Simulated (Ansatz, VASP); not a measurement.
## Se: VASP beside Ansatz

```
Se
1.0
     3.94817    0.00000    0.00000
    -1.97409    3.41922    0.00000
     0.00000    0.00000    5.11749
Se
3
Direct
  0.25531 0.00000 0.33333
  0.00000 0.25531 0.66667
  0.74469 0.74469 0.00000
```

Alike in both runs: functional LDA; k mesh 9 × 9 × 6; occupations gaussian, width 0.02 eV; no spin polarisation.

Ansatz relaxed the structure, and its values are those at the end. VASP's run is a single point on that final structure, the one shown.

|  | VASP | Ansatz |
| --- | --- | --- |
| version | VASP 6.6.1 | Ansatz 0.2.0 |
| potentials or method | VASP PAW LDA potentials, release 64 (Se), cutoff 520 eV | scalar-relativistic, plane waves, PAW |
| valence electrons in the cell | 18 | 48 |

|  | VASP | Ansatz | Ansatz less VASP |
| --- | --- | --- | --- |
| gap on the k mesh at the Fermi level (eV) | 0.28 | 0.29 | +0.009 |
| least direct gap on the mesh (eV) | 0.28 | 0.29 | +0.009 |
| pressure (GPa) | 0.2 | 0.0 | -0.25 |
| rms of the force components (eV/Å) | 0.022 | 0.000 | -0.0214 |

Ansatz warns that its potentials were made for another functional, while VASP's fit it. LDA's correlation is that of Perdew and Zunger in VASP and of Perdew and Wang (1992) in Ansatz. VASP's potentials hold 18 valence electrons a cell and Ansatz's 48, so a difference there can come from the potentials and not from the codes.
